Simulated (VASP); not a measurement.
Wanted: the native input for a VASP 6.6.1 run.

- Task: single point
- Functional: PBEsol
- Potentials or basis: VASP PAW PBE potentials, release 64 (Sb)
- Cutoff: 520 eV
- k mesh: 12 × 12 × 12
- Occupations: gaussian, width 0.15 eV
- Spin: no spin polarisation
- Dipole correction: no
- Further INCAR settings: ALGO = Normal; EDIFF = 1e-06; NBANDS = 12

The structure of Sb lies in POSCAR:

```
Sb
1.0
    2.1506003320      1.2416496806      3.7440000000
   -2.1506003320      1.2416496806      3.7440000000
    0.0000000000     -2.4832993611      3.7440000000
Sb
2
Direct
    0.2214525276      0.2707717877      0.2888238898
    0.7663600000      0.7663600000      0.7663600000
```

This cell differs from its parent crystal: atom 1 (Sb) moved by (-0.150, +0.300) A along [1 1 0] and z.

One way to write it, as run:

INCAR

```
SYSTEM = Sb
ALGO     = Normal         ! electronic algorithm
EDIFF    = 1E-6           ! SCF threshold, eV
ENCUT    = 520            ! plane-wave cutoff, eV
GGA      = PS             ! functional
ISIF     = 2              ! what is computed and relaxed
ISMEAR   = 0              ! smearing method
LASPH    = .True.         ! aspherical terms in the spheres
LCHARG   = .False.        ! write CHGCAR
LREAL    = .False.        ! projectors in reciprocal space
LWAVE    = .False.        ! write WAVECAR
NBANDS   = 12             ! bands
NELM     = 60             ! most SCF steps
PREC     = Accurate       ! precision mode
SIGMA    = 0.15           ! smearing width, eV
```

KPOINTS

```
k-points
0
Gamma
  12 12 12
  0 0 0
```

Potentials or basis: VASP PAW PBE potentials, release 64 (Sb).

Run with:

```console
$ cat potpaw_PBE.64/Sb/POTCAR > POTCAR
$ mpirun -np 1 vasp_std > vasp.out
```

It gave:

```yaml
Pressure: -1.9 GPa
Largest_force: 0.217 eV/Å
Band_gap_on_the_k_mesh: zero (bands 5 and 6 overlap by 0.81 eV)
```

Caveat: the cell differs from its parent crystal (atom 1 (Sb) moved by (-0.150, +0.300) A along [1 1 0] and z); the PAW data sets were made with another functional, which shifts forces and pressure a little; spin-orbit coupling is left out, which moves the levels of the heavy elements.

Run time: 3.1 min on 1 thread of Intel(R) Xeon(R) 6975P-C (Granite Rapids), with other jobs on the host, peak memory 0.62 GiB.
